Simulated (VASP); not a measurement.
Here is a VASP 6.6.1 calculation.

File INCAR:

```
SYSTEM = Li4Mg5Cl14
ALGO = Normal ; EDIFF = 1E-6
ENCUT = 520 ; GGA = PE
ISIF = 2 ; ISMEAR = -1
ISYM = 0 ; LASPH = .True.
LCHARG = .True. ; LELF = .True.
LREAL = Auto ; LVHAR = .True.
LWAVE = .False. ; NBANDS = 77
NELM = 60 ; PREC = Accurate
SIGMA = 0.0552
```

KPOINTS

```
k-points
0
Gamma
  1 1 1
  0 0 0
```

Contents of POSCAR:

```
Li4Mg5Cl14
1.0
    8.3069090000     -0.1152490000     -0.0233070000
   -0.1152490000      8.4640910000      0.3031410000
   -0.0233070000      0.3031410000      8.2260140000
Mg Cl Li
5 14 4
Direct
    0.4164288803      0.6975694768      0.6353725874
    0.1379874536      0.1884385568      0.5238282625
    0.8619943308      0.7575085178      0.6280673255
    0.6685060643      0.9393824476     -0.0324728919
    0.3606840900      0.5404324525      0.1602786270
    0.4112376248      0.2426303656      0.5078568434
    0.6306031913      0.1982389149      1.0187707103
    0.2128323983      0.2760720496      0.1425467702
    0.8939047634      0.8633029954      0.1012879026
    0.4075223127      0.5021055289      0.8450940334
    0.1587138443      0.7938441367      0.7350031787
    0.9016187950      0.3549939874      0.4246612997
    1.0254966128      0.1778856555      0.8093662148
    0.2756063674      0.6086228107      0.4102562955
    0.9849997991      0.9698659659      0.4498053676
    0.6792035064      0.6812886245      0.4071689741
    0.6301561844      0.9412285791      0.6865073506
    0.8033052195      0.5696871982      0.8574882182
    0.3957813588      0.8089243037      0.0153179114
    0.7434805840      0.1990532507      0.5820082607
    0.8997506923      0.1632124883      0.1426630313
    0.3005220045      0.1719563785      0.8904253309
    0.0317165721      0.6422026066      0.9659102547
```

Potentials or basis: VASP PAW PBE potentials, release 64 (Mg, Cl, Li_sv).

Run with:

```bash
$ cat potpaw_PBE.64/Mg/POTCAR potpaw_PBE.64/Cl/POTCAR potpaw_PBE.64/Li_sv/POTCAR > POTCAR
$ mpirun -np 1 vasp_gam > vasp.out
```

**Question.** Predict the band gap on the k mesh.

**Answer.** 3.59 eV.

**Question.** Predict the largest force.

**Answer.** 1.262 eV/Å.

Forces on the atoms (eV/Å):
```
Mg   0.313  0.135 -0.319
Mg  -0.690  0.580  0.072
Mg   0.133 -0.340 -0.498
Mg  -0.683 -0.479  0.557
Mg   0.482 -0.386 -0.644
Cl   0.076 -0.384  0.477
Cl   0.060 -0.027  0.149
Cl   0.075  0.638  0.205
Cl   0.470  0.058 -0.202
Cl  -0.113 -1.011  0.392
Cl  -0.422 -0.284 -0.021
Cl   0.559 -0.161 -0.288
Cl   0.296  0.029 -0.593
Cl  -0.569  0.094 -0.316
Cl  -0.219  0.100 -0.421
Cl  -0.365  0.097  0.982
Cl  -0.064 -0.253 -0.288
Cl   0.041  0.240 -0.625
Cl   0.605  0.465  1.005
Li  -0.190  0.042  0.122
Li   0.218  0.065  0.087
Li  -0.005  0.341  0.262
Li  -0.007  0.441 -0.095
```

Caveat: the k points lie up to 0.77 Å⁻¹ apart.
